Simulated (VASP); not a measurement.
Wanted: the native input for a VASP 6.6.1 run.

- Task: single point
- Functional: r2SCAN
- Potentials or basis: VASP PAW PBE potentials, release 64 (Mg_sv, O)
- Cutoff: 920 eV
- k mesh: 10 × 10 × 10
- Occupations: gaussian, width 0.05 eV
- Spin: no spin polarisation
- Dipole correction: no
- Further INCAR settings: ALGO = Normal; EDIFF = 1e-06; NBANDS = 15

The system is MgO.

```
Mg O
1.0
     0.00000    2.16440    2.07783
     2.16440    0.00000    2.07783
     2.16440    2.16440    0.00000
Mg O
1 1
Cartesian
  0.0000 0.0000 0.0000
  2.1644 2.1644 2.0778
```

This cell differs from its parent crystal: ratio of the length along z to the lengths across it x 0.96, volume and fractional coordinates fixed.

The input as run:

POSCAR

```
MgO
1.0
    0.0000000000      2.1644022651      2.0778261745
    2.1644022651      0.0000000000      2.0778261745
    2.1644022651      2.1644022651      0.0000000000
Mg O
1 1
Direct
    0.0000000000      0.0000000000      0.0000000000
    0.5000000000      0.5000000000      0.5000000000
```

INCAR.step1

```
SYSTEM = MgO
ALGO = Normal
EDIFF = 1E-5
ENCUT = 920
GGA = PE
GGA_COMPAT = .False.
ISMEAR = 0
LASPH = .True.
LCHARG = .False.
LREAL = .False.
LWAVE = .True.
NBANDS = 15
NELM = 120
PREC = Accurate
SIGMA = 0.05
```

INCAR.step2

```
SYSTEM = MgO
ALGO = Normal
EDIFF = 1E-6
ENCUT = 920
GGA_COMPAT = .False.
ISIF = 2
ISMEAR = 0
ISTART = 1
LASPH = .True.
LCHARG = .False.
LMIXTAU = .True.
LREAL = .False.
LWAVE = .False.
METAGGA = R2SCAN
NBANDS = 15
NELM = 120
PREC = Accurate
SIGMA = 0.05
```

KPOINTS

```
k-points
0
Gamma
  10 10 10
  0 0 0
```

Potentials or basis: VASP PAW PBE potentials, release 64 (Mg_sv, O).

Run with:

```bash
$ cat potpaw_PBE.64/Mg_sv/POTCAR potpaw_PBE.64/O/POTCAR > POTCAR
$ cp INCAR.step1 INCAR
$ mpirun -np 1 vasp_std > vasp.out
$ cp INCAR.step2 INCAR
$ mpirun -np 1 vasp_std > vasp.out
```

It gave:

```json
{
 "Pressure": "-5.9 GPa",
 "Band gap on the k mesh": "5.20 eV"
}
```

Caveat: the stress differs along the axes, from -8 to -1 GPa; the PAW data sets were made with another functional, which shifts forces and pressure a little.

Wall time 2.9 min on 1 thread of Intel(R) Xeon(R) Platinum 8488C (Sapphire Rapids) (shared host), peak memory 0.21 GiB.
